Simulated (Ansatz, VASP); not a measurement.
BN in VASP and in Ansatz

Contents of INCAR:

```
PREC = Accurate ; ENCUT = 520
EDIFF = 1E-6 ; ISMEAR = 0
SIGMA = 0.1 ; LREAL = False
LASPH = True ; NELM = 60
ALGO = Normal ; ISIF = 2
LWAVE = False ; LCHARG = False
GGA = PE ; NBANDS = 26
```

The input KPOINTS:

```
regular mesh
0
Gamma
  6 6 1
```

The input POSCAR:

```
BN
1.0
    2.5121913017      0.0000000000      0.0000000000
   -1.2560956508      2.1756214864      0.0000000000
    0.0000000000      0.0000000000     16.6681223616
B N
4 4
Direct
    0.6666666667      0.3333333333      0.1250000000
    0.6666666667      0.3333333333      0.6250000000
    0.3333333333      0.6666666667      0.3750000000
    0.3333333333      0.6666666667      0.8750000000
    0.3333333333      0.6666666667      0.1250000000
    0.3333333333      0.6666666667      0.6250000000
    0.6666666667      0.3333333333      0.3750000000
    0.6666666667      0.3333333333      0.8750000000
```

Input for Ansatz:

```yaml
crystal:
  lattice:
    - [2.5121913017, 0.0, 0.0]
    - [-1.2560956508, 2.1756214864, 0.0]
    - [0.0, 0.0, 16.6681223616]
  atoms:
    - { symbol: B, position: [0.6666666667, 0.3333333333, 0.125] }
    - { symbol: B, position: [0.6666666667, 0.3333333333, 0.625] }
    - { symbol: B, position: [0.3333333333, 0.6666666667, 0.375] }
    - { symbol: B, position: [0.3333333333, 0.6666666667, 0.875] }
    - { symbol: "N", position: [0.3333333333, 0.6666666667, 0.125] }
    - { symbol: "N", position: [0.3333333333, 0.6666666667, 0.625] }
    - { symbol: "N", position: [0.6666666667, 0.3333333333, 0.375] }
    - { symbol: "N", position: [0.6666666667, 0.3333333333, 0.875] }
basis:
  ecutwfc: 420
kpoints:
  mp_grid: { grid: [6, 6, 1] }
hamiltonian:
  xc: pbe
scf:
  occupations: { method: gaussian, width: 0.1 }
  lower_state_search: "off"
output:
  forces: true
  stress: true
  eigenvalues: true
```

Alike in both runs: task single point; functional PBE; k mesh 6 × 6 × 1; occupations gaussian, width 0.1 eV; no spin polarisation.

```csv
,VASP,Ansatz
version,VASP 6.6.1,Ansatz 0.2.0
potentials or method,"VASP PAW PBE potentials, release 64 (B, N), cutoff 520 eV","scalar-relativistic, plane waves, PAW"
valence electrons in the cell,32,32
```

Ansatz gave:

| Quantity | Value |
| --- | --- |
| gap on the k mesh at the Fermi level (eV) | 4.40 |
| least direct gap on the mesh (eV) | 4.66 |
| pressure (GPa) | 0.0 |
| traceless stress, the component that is largest in VASP (GPa) | 0.05 |

Question: Estimate VASP's values.

Answer: gap on the k mesh at the Fermi level (eV): 4.40; least direct gap on the mesh (eV): 4.66; pressure (GPa): 0.0; traceless stress, the component that is largest in VASP (GPa): -0.11.

With one functional, cell and mesh, what is left measures potentials, basis and numerics.

The k mesh is coarse, so the values compare programs but aren't converged.
